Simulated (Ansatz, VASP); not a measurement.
# One calculation of CuI2, two programs

File INCAR:

```
ALGO = Normal ; EDIFF = 1E-6
ENCUT = 520 ; GGA = PE
ISIF = 2 ; ISMEAR = -1
LASPH = True ; LCHARG = False
LREAL = False ; LWAVE = False
NBANDS = 20 ; NELM = 80
PREC = Accurate ; SIGMA = 0.05
```

Contents of KPOINTS:

```
k-points
0
Gamma
  5 5 6
```

POSCAR

```
CuI2
1.0
    5.0942239264      0.0000000000      0.0000000000
    0.0000000000      5.0942239264      0.0000000000
    0.0000000000      0.0000000000      4.4514058076
I Cu
2 1
Direct
    0.5000000000      0.0000000000      0.0000000000
    0.0000000000      0.5000000000      0.0000000000
    0.0000000000      0.0000000000      0.0000000000
```

input.yaml

```yaml
crystal:
  lattice:
    - [5.0942239264, 0.0, 0.0]
    - [0.0, 5.0942239264, 0.0]
    - [0.0, 0.0, 4.4514058076]
  atoms:
    - { symbol: I, position: [0.5, 0.0, 0.0] }
    - { symbol: I, position: [0.0, 0.5, 0.0] }
    - { symbol: Cu, position: [0.0, 0.0, 0.0] }
hamiltonian:
  xc: pbe
  pseudopotentials: { kind: paw }
kpoints:
  mp_grid: { grid: [5, 5, 6] }
scf:
  occupations: { method: fermi_dirac, width: 0.05 }
output:
  forces: true
  stress: true
  eigenvalues: true
```

Alike in both runs: task single point; functional PBE; k mesh 5 × 5 × 6; occupations fermi-dirac, width 0.05 eV; no spin polarisation.

|  | VASP | Ansatz |
| --- | --- | --- |
| version | VASP 6.6.1 | Ansatz 0.2.0 |
| potentials or method | VASP PAW PBE potentials, release 64 (I, Cu) | Ansatz PAW |
| plane-wave cutoff (eV) | 520 | 420 |
| valence electrons in the cell | 25 | 53 |

|  | VASP | Ansatz | Ansatz less VASP |
| --- | --- | --- | --- |
| gap on the k mesh at the Fermi level (eV) | none | none | - |
| pressure (GPa) | 2.8 | 2.8 | -0.03 |
| traceless stress, the component that is largest in VASP (GPa) | -2.08 | -2.08 | -0.008 |

A gap of «none» marks a metal or a gap that the smearing closes. VASP's potentials hold 25 valence electrons a cell and Ansatz's 53, so a difference there can come from the potentials and not from the codes.

Spin-orbit coupling is off throughout.
